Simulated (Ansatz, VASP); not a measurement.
## Ni in VASP and in Ansatz

```xyz
1
Lattice="0.0000 1.7597 1.7597 1.7597 0.0000 1.7597 1.7597 1.7597 0.0000" Properties=species:S:1:pos:R:3 pbc="T T T"
Ni    0.0000    0.0000    0.0000
```

Alike in both runs: task single point; functional PBE; k mesh 15 × 15 × 15; occupations methfessel-paxton of order 1, width 0.2 eV; collinear spin.

|  | VASP | Ansatz |
| --- | --- | --- |
| version | VASP 6.6.1 | Ansatz 0.2.0 |
| potentials or method | VASP PAW PBE potentials, release 64 (Ni), cutoff 520 eV | plane waves (420 eV) with PAW, scalar-relativistic |
| valence electrons in the cell | 10 | 18 |

```csv
,VASP,Ansatz,Ansatz less VASP
pressure (GPa),-0.2,-0.1,+0.08
net moment per atom (μB),0.65,0.66,+0.011
size of the moment on the site where the two differ most (μB),0.66,0.70,+0.038
```

Site moments also hang on the region over which each program counts them. VASP's potentials hold 10 valence electrons a cell and Ansatz's 18, so a difference there can come from the potentials and not from the codes. Ansatz's warnings: stability check not made.
